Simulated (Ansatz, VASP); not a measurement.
## ZnS: VASP beside Ansatz

File INCAR:

```
SYSTEM = ZnS
ALGO = Normal
EDIFF = 1E-8
ENCUT = 520
GGA = PS
ISIF = 2
ISMEAR = -1
LASPH = .TRUE.
LCHARG = .FALSE.
LEFG = .TRUE.
LREAL = .FALSE.
LWAVE = .FALSE.
NBANDS = 16
NELM = 80
PREC = Accurate
SIGMA = 0.01
```

KPOINTS

```
k-points
0
G
  8 8 8
  0 0 0
```

POSCAR

```
ZnS
1.0
   -0.0540930000      2.6776035000      2.6776035000
    2.6776035000     -0.0540930000      2.6776035000
    2.6776035000      2.6776035000     -0.0540930000
Zn S
1 1
Direct
    0.0000000000      0.0000000000      0.0000000000
    0.7500000000      0.7500000000      0.7500000000
```

Input for Ansatz:

```yaml
crystal:
  lattice:
    - [-0.054093, 2.6776035, 2.6776035]
    - [2.6776035, -0.054093, 2.6776035]
    - [2.6776035, 2.6776035, -0.054093]
  atoms:
    - { symbol: Zn, position: [0.0, 0.0, 0.0] }
    - { symbol: S, position: [0.75, 0.75, 0.75] }
kpoints:
  mp_grid: { grid: [8, 8, 8] }
scf:
  occupations: { method: fermi_dirac, width: 0.01 }
hamiltonian:
  xc: pbesol
  pseudopotentials: { kind: all_electron, datasets: crystal }
output:
  forces: true
  stress: true
  eigenvalues: true
  efg: { contact_densities: true }
```

Change from the starting cell: equal xy, yz and zx shear strains of -2 %, crystal datasets.

Alike in both runs: task electric field gradients; functional PBEsol; k mesh 8 × 8 × 8; occupations fermi-dirac, width 0.01 eV; no spin polarisation.

|  | VASP | Ansatz |
| --- | --- | --- |
| version | VASP 6.6.1 | Ansatz 0.2.0 |
| potentials or method | VASP PAW PBE potentials, release 64 (Zn, S), cutoff 520 eV | all-electron PAW with datasets made for the crystal, scalar-relativistic |

```tsv
	VASP	Ansatz	Ansatz less VASP
gap on the k mesh at the Fermi level (eV)	1.89	1.89	-0.001
pressure (GPa)	-1.9	-2.0	-0.18
traceless stress, the component that is largest in VASP (GPa)	1.39	1.38	-0.010
rms of the force components (eV/Å)	0.117	0.116	-0.0015
size of Vzz on the site where it differs most (V/Å²)	12.8	11.8	-1.03
```

VASP's potentials were made for PBE, not for PBEsol. Atom by atom the forces differ by 0.001 eV/Å (rms over components). Ansatz ran all-electron here, and VASP with PAW potentials.
